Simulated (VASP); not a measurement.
# Mg3Sb2 (P-3m1) in VASP: settings compared

The runs below take Mg3Sb2 through single point, relaxation of cell and atoms, with r2SCAN, PBE.

Everything below comes from runs of VASP 6.6.1. Logs are shortened: lines on timing, memory, paths and dates and some standing lists are left out, and cuts for length are marked.

### 1 The cell of the first run

Symmetry: P-3m1, No. 164, trigonal system. The conventional cell has a = 4.661 Å, b = 4.661 Å, c = 7.387 Å, α = 90.00°, β = 90.00°, γ = 120.00°. Mg (site symmetry 3m) has 4 Sb at 2.87 to 2.97 Å and 6 Mg at 3.34 to 3.81 Å within 3.9 Å. Mg (site symmetry -3m) has 6 Sb at 3.19 Å and 6 Mg at 3.81 Å within 4.2 Å. Within 3.8 Å of Sb (site symmetry 3m) lie 7 Mg at 2.87 to 3.19 Å.

### 2 Single point, r2SCAN

Contents of POSCAR:

```
Mg3Sb2
1.0
    4.6611655299      0.0000000029      0.0000000000
   -2.3305827674      4.0366877587      0.0000000000
    0.0000000000      0.0000000000      7.3869925700
Mg Sb
3 2
Direct
    0.3333333333      0.6666666667      0.6342772765
    0.6666666667      0.3333333333      0.3657227235
    0.0000000000      0.0000000000      0.0000000000
    0.3333333333      0.6666666667      0.2318830485
    0.6666666667      0.3333333333      0.7681169515
```

Contents of INCAR.step1:

```
PREC     = Accurate       # precision mode
ENCUT    = 660            # plane-wave cutoff, eV
ISMEAR   = -1             # smearing method
SIGMA    = 0.02           # smearing width, eV
LREAL    = False          # projectors in reciprocal space
LASPH    = True           # aspherical terms in the spheres
NELM     = 120            # most SCF steps
NBANDS   = 16             # bands
GGA      = PE             # functional
ALGO     = Normal         # electronic algorithm
EDIFF    = 1E-5           # SCF threshold, eV
LWAVE    = True           # write WAVECAR
LCHARG   = False          # write CHGCAR
GGA_COMPAT= False
```

Contents of INCAR.step2:

```
PREC     = Accurate       # precision mode
ENCUT    = 660            # plane-wave cutoff, eV
EDIFF    = 1E-6           # SCF threshold, eV
ISMEAR   = -1             # smearing method
SIGMA    = 0.02           # smearing width, eV
LREAL    = False          # projectors in reciprocal space
LASPH    = True           # aspherical terms in the spheres
NELM     = 120            # most SCF steps
ALGO     = Normal         # electronic algorithm
ISIF     = 2              # what is computed and relaxed
LWAVE    = False          # write WAVECAR
LCHARG   = True           # write CHGCAR
METAGGA  = R2SCAN         # meta-GGA
LMIXTAU  = True         
LELF     = True           # ELF
LVHAR    = True         
NBANDS   = 16             # bands
ISTART   = 1            
GGA_COMPAT= False
```

Contents of KPOINTS:

```
regular mesh
0
Gamma
  6 6 4
```

Potentials or basis: VASP PAW PBE potentials, release 64 (Mg, Sb).

Started as:

```sh
> cat potpaw_PBE.64/Mg/POTCAR potpaw_PBE.64/Sb/POTCAR > POTCAR
> cp INCAR.step1 INCAR
> mpirun -np 1 vasp_std > vasp.out
> cp INCAR.step2 INCAR
> mpirun -np 1 vasp_std > vasp.out
```

OUTCAR:

```text
PREC = Accurate
   ENCUT = 660
   EDIFF = 1E-6
   ISMEAR = -1
   LREAL = False
   LASPH = True
   NELM = 120
   ISIF = 2
   METAGGA = R2SCAN
   ISTART = 1

 ion  position               nearest neighbor table
   1  0.333  0.667  0.634-   5 2.87   5 2.87   5 2.87   4 2.97   2 3.34   2 3.34   2 3.34
   2  0.667  0.333  0.366-   4 2.87   4 2.87   4 2.87   5 2.97   1 3.34   1 3.34   1 3.34
   3  0.000  0.000  0.000-   4 3.19   5 3.19   4 3.19   5 3.19   5 3.19   4 3.19
   4  0.333  0.667  0.232-   2 2.87   2 2.87   2 2.87   1 2.97   3 3.19   3 3.19   3 3.19
   5  0.667  0.333  0.768-   1 2.87   1 2.87   1 2.87   2 2.97   3 3.19   3 3.19   3 3.19

  LATTYP: Found a hexagonal cell.
 ALAT       =     4.6611655299
 C/A-ratio  =     1.5847951596

  Lattice vectors:

 A1 = (   4.6611655299,   0.0000000029,   0.0000000000)
 A2 = (  -2.3305827674,   4.0366877587,   0.0000000000)
 A3 = (   0.0000000000,   0.0000000000,   7.3869925700)

Analysis of symmetry for initial positions (statically):
=====================================================================
 Subroutine PRICEL returns:
 Original cell was already a primitive cell.

 Routine SETGRP: Setting up the symmetry group for a
 hexagonal supercell.

 Subroutine GETGRP returns: Found 12 space group operations
 (whereof 12 operations were pure point group operations)
 out of a pool of 24 trial point group operations.

The static configuration has the point symmetry D_3d.

Analysis of symmetry for dynamics (positions and initial velocities):
=====================================================================
 Subroutine PRICEL returns:
 Original cell was already a primitive cell.

 Routine SETGRP: Setting up the symmetry group for a
 hexagonal supercell.

 Subroutine GETGRP returns: Found 12 space group operations
 (whereof 12 operations were pure point group operations)
 out of a pool of 24 trial point group operations.

The dynamic configuration has the point symmetry D_3d.

 Subroutine INISYM returns: Found 12 space group operations
 (whereof 12 operations are pure point group operations),
 and found     1 'primitive' translations

----------------------------------------------------------------------------------------

                                     Primitive cell

  volume of cell :     138.9912

  direct lattice vectors                    reciprocal lattice vectors
     4.661165530  0.000000003  0.000000000     0.214538616  0.123863928  0.000000000
    -2.330582767  4.036687759  0.000000000    -0.000000000  0.247727855  0.000000000
     0.000000000  0.000000000  7.386992570     0.000000000  0.000000000  0.135373089

  length of vectors
     4.661165530  4.661165530  7.386992570     0.247727855  0.247727855  0.135373089

  position of ions in fractional coordinates (direct lattice)
     0.333333333  0.666666667  0.634277277
     0.666666667  0.333333333  0.365722723
     0.000000000  0.000000000  0.000000000
     0.333333333  0.666666667  0.231883049
     0.666666667  0.333333333  0.768116951

  ion indices of the primitive-cell ions
   primitive index   ion index
                 1           1
                 2           2
                 3           3
                 4           4
                 5           5

----------------------------------------------------------------------------------------

 KPOINTS: regular mesh

Automatic generation of k-mesh.
 Grid dimensions read from file:
 generate k-points for:    6    6    4

 Generating k-lattice:

  Cartesian coordinates                     Fractional coordinates (reciprocal lattice)
     0.035756436  0.020643988  0.000000000     0.166666667  0.000000000  0.000000000
    -0.000000000  0.041287976  0.000000000    -0.000000000  0.166666667  0.000000000
     0.000000000  0.000000000  0.033843272     0.000000000  0.000000000  0.250000000

  Length of vectors
     0.041287976  0.041287976  0.033843272

  Shift w.r.t. Gamma in fractional coordinates (k-lattice)
     0.000000000  0.000000000  0.000000000

 Subroutine IBZKPT returns following result:
 ===========================================

 Found     24 irreducible k-points:

 Following reciprocal coordinates:
            Coordinates               Weight
  0.000000  0.000000  0.000000      1.000000
  0.166667  0.000000  0.000000      6.000000
  0.333333  0.000000  0.000000      6.000000
  0.500000  0.000000  0.000000      3.000000
  0.166667  0.166667  0.000000      6.000000
  0.333333  0.166667  0.000000     12.000000
[... 16 lines left out ...]
  0.333333  0.166667  0.500000     12.000000
  0.333333  0.333333  0.500000      2.000000
   k-points           NKPTS =     24   k-points in BZ     NKDIM =     24   number of bands    NBANDS=     16
   number of dos      NEDOS =    301   number of ions     NIONS =      5
   total plane-waves  NPLWV = 102400
   dimension x,y,z NGX =    40 NGY =   40 NGZ =   64
   dimension x,y,z NGXF=    80 NGYF=   80 NGZF=  128
   ions per type =               3   2
   NGX,Y,Z   is equivalent  to a cutoff of  14.27, 14.27, 14.40 a.u.
   NGXF,Y,Z  is equivalent  to a cutoff of  28.53, 28.53, 28.81 a.u.
 SYSTEM =  unknown system
   PREC   = accura    normal or accurate (medium, high low for compatibility)
   ISTART =      1    job   : 0-new  1-cont  2-samecut
   ICHARG =      0    charge: 1-file 2-atom 10-const
   ISPIN  =      1    spin polarized calculation?
   LNONCOLLINEAR =      F non collinear calculations
   LSORBIT =      F    spin-orbit coupling
   LASPH  =      T    aspherical Exc in radial PAW
   ENCUT  =  660.0 eV  48.51 Ry    6.96 a.u.   9.76  9.76 15.47*2*pi/ulx,y,z
   NELM   =    120;   NELMIN=  2; NELMDL=  0     # of ELM steps
   EDIFF  = 0.1E-05   stopping-criterion for ELM
   LREAL  =      F    real-space projection
   EDIFFG = 0.1E-04   stopping-criterion for IOM
   NSW    =      0    number of steps for IOM
   IBRION =     -1    ionic relax: 0-MD 1-quasi-New 2-CG
   NFREE  =      0    steps in history (QN), initial steepest desc. (CG)
   ISIF   =      2    stress and relaxation
   ISYM   =      2    0-nonsym 1-usesym 2-fastsym
   POTIM  = 0.5000    time-step for ionic-motion
   TEBEG  =    0.0;   TEEND  =   0.0 temperature during run
   PSTRESS=    0.0 pullay stress
   NELECT =      16.0000    total number of electrons
   NUPDOWN=      -1.0000    fix difference up-down
   EMIN   =  10.00;   EMAX   =-10.00  energy-range for DOS
   EFERMI =   0.00;   METHOD = LEGACY
   ISMEAR =    -1;   SIGMA  =   0.02  broadening in eV -4-tet -1-fermi 0-gaus
   EFERMI_NEDOS =   21; number of points for ismear=-14 and -15
   IALGO  =     38    algorithm
   IMIX   =      4    mixing-type and parameters
     AMIX     =   0.40;   BMIX     =  1.00
     AMIX_MAG =   1.60;   BMIX_MAG =  1.00
  volume/ion in A,a.u.               =      27.80       187.59
  Fermi-wavevector in a.u.,A,eV,Ry     =   0.796378  1.504935  8.629050  0.634217
  Thomas-Fermi vector in A             =   1.902889
   LORBIT       =      0    0 simple, 1 ext, 2 COOP (PROOUT), +10 PAW based schemes
   METAGGA = R2SCAN    functional components
   LHFCALC =     F    Hartree Fock is set to
   AEXX    =    0.0000 exact exchange contribution
   IVDW    =     0    specifies the selected vdW correction
   LEPSILON=     F    determine dielectric tensor
   LRPA    =     F    only Hartree local field effects (RPA)
 non-spin polarized calculation
  energy-cutoff  :      660.00
  volume of cell :      138.99
 maximum number of plane-waves:      5376
 NGX is ok and might be reduce to    40
   NGX = 19   NGY = 19   NGZ = 31

 number of electron      16.0000000 magnetization

 Free energy of the ion-electron system (eV)
  ---------------------------------------------------
  ext. energy  EPLUGINS =         0.00000000
  ---------------------------------------------------
  free energy    TOTEN  =       -66.18722429 eV

  energy without entropy =      -66.18722429  energy(sigma->0) =      -66.18722429

 E-fermi :   4.1516     XC(G=0):  -8.9452

 val. band max:        3.8487953802   @ k =   0.0000   0.0000   0.0000
 cond. band min:       4.4718555121   @ k =   0.3333   0.3333   0.0000
 fundamental gap:      0.6230601319
 Fermi energy:         4.1516051631

 k-point     1 :       0.0000    0.0000    0.0000
  band No.  band energies     occupation
      1      -6.5113      2.00000
      2      -5.3438      2.00000
      3      -0.8903      2.00000
      4       2.7778      2.00000
      5       2.7778      2.00000
      6       3.4669      2.00000
[... 8 lines left out ...]
     15       8.2497      0.00000
     16       9.3093      0.00000

 k-point     2 :       0.1667    0.0000    0.0000
  band No.  band energies     occupation
      1      -6.3284      2.00000
      2      -5.2406      2.00000
      3      -0.6541      2.00000
      4       1.4801      2.00000
      5       2.2492      2.00000
      6       2.3596      2.00000
[... 8 lines left out ...]
     15       8.3383      0.00000
     16       8.8169      0.00000

 k-point     3 :       0.3333    0.0000    0.0000
  band No.  band energies     occupation
      1      -5.8533      2.00000
      2      -5.0607      2.00000
      3      -0.1417      2.00000
      4       0.1153      2.00000
      5       0.8158      2.00000
      6       1.8278      2.00000
[... 8 lines left out ...]
     15       9.6676      0.00000
     16       9.8146      0.00000

 k-point     4 :       0.5000    0.0000    0.0000
  band No.  band energies     occupation
      1      -5.4671      2.00000
      2      -5.0677      2.00000
      3      -0.6544      2.00000
      4       0.1879      2.00000
      5       0.7624      2.00000
      6       1.6244      2.00000
[... 8 lines left out ...]
     15       9.9495      0.00000
     16      10.7208      0.00000
[... 324 lines left out ...]
 k-point    22 :       0.1667    0.1667    0.5000
  band No.  band energies     occupation
      1      -5.6258      2.00000
      2      -5.5739      2.00000
      3       0.1701      2.00000
      4       0.3002      2.00000
      5       1.8328      2.00000
      6       1.8366      2.00000
[... 8 lines left out ...]
     15       8.6249      0.00000
     16       9.4780      0.00000

 k-point    23 :       0.3333    0.1667    0.5000
  band No.  band energies     occupation
      1      -5.2759      2.00000
      2      -5.2596      2.00000
      3      -0.5694      2.00000
      4      -0.3529      2.00000
      5       1.0585      2.00000
      6       1.3363      2.00000
[... 8 lines left out ...]
     15       9.8485      0.00000
     16       9.9565      0.00000

 k-point    24 :       0.3333    0.3333    0.5000
  band No.  band energies     occupation
      1      -5.1452      2.00000
      2      -5.1452      2.00000
      3      -0.2949      2.00000
      4      -0.2949      2.00000
      5       0.0651      2.00000
      6       0.6112      2.00000
[... 8 lines left out ...]
     15       9.4009      0.00000
     16       9.8409      0.00000

------------------------ aborting loop because EDIFF is reached ----------------------------------------

  FORCE on cell =-STRESS in cart. coord.  units (eV):
  Direction    XX          YY          ZZ          XY          YZ          ZX
  --------------------------------------------------------------------------------------
  -------------------------------------------------------------------------------------
  Total       -2.2216565     -2.2216565     -1.9653753     -0.0000000      0.0000000     -0.0000000
  in kB      -25.6094439    -25.6094439    -22.6552438     -0.0000000      0.0000000     -0.0000000
  external PRESSURE =     -24.6247105 kB  Pullay stress =       0.0000000 kB

 VOLUME and BASIS-vectors are now :
 -----------------------------------------------------------------------------
  energy-cutoff  :      660.00
  volume of cell :      138.99
      direct lattice vectors                 reciprocal lattice vectors
     4.661165530  0.000000003  0.000000000     0.214538616  0.123863928  0.000000000
    -2.330582767  4.036687759  0.000000000    -0.000000000  0.247727855  0.000000000
     0.000000000  0.000000000  7.386992570     0.000000000  0.000000000  0.135373089

 POSITION                                       TOTAL-FORCE (eV/Angst)
 -----------------------------------------------------------------------------------
     -0.00000      2.69113      4.68540         0.000000      0.000000      0.000450
      2.33058      1.34556      2.70159        -0.000000     -0.000000     -0.000450
      0.00000      0.00000      0.00000         0.000000      0.000000      0.000000
     -0.00000      2.69113      1.71292         0.000000     -0.000000     -0.004748
      2.33058      1.34556      5.67407        -0.000000      0.000000      0.004748
 -----------------------------------------------------------------------------------
    total drift:                               -0.000000     -0.000000      0.000000

  FREE ENERGIE OF THE ION-ELECTRON SYSTEM (eV)
  ---------------------------------------------------
  free  energy   TOTEN  =       -66.1872242893 eV

  energy  without entropy=      -66.1872242868  energy(sigma->0) =      -66.18722429
```

Wall time 2 min (1 thread of Intel Xeon 6975P-C (Granite Rapids), shared host); peak memory 0.39 GiB.

What came out:

```
Free energy            : -66.1872 eV
Pressure               : -2.5 GPa
Largest force          : 0.005 eV/Å
Band gap on the k mesh : 0.62 eV (least direct gap 1.47 eV)
```

Forces in eV/Å, atoms in the order of the input:
```
Mg   0.000  0.000  0.000
Mg   0.000  0.000  0.000
Mg   0.000  0.000  0.000
Sb   0.000  0.000 -0.005
Sb   0.000  0.000  0.005
```

Caveat: the PAW data sets were made with another functional, which shifts forces and pressure a little; spin-orbit coupling is left out, which moves the levels of the heavy elements.

[end of part 1 of 2]
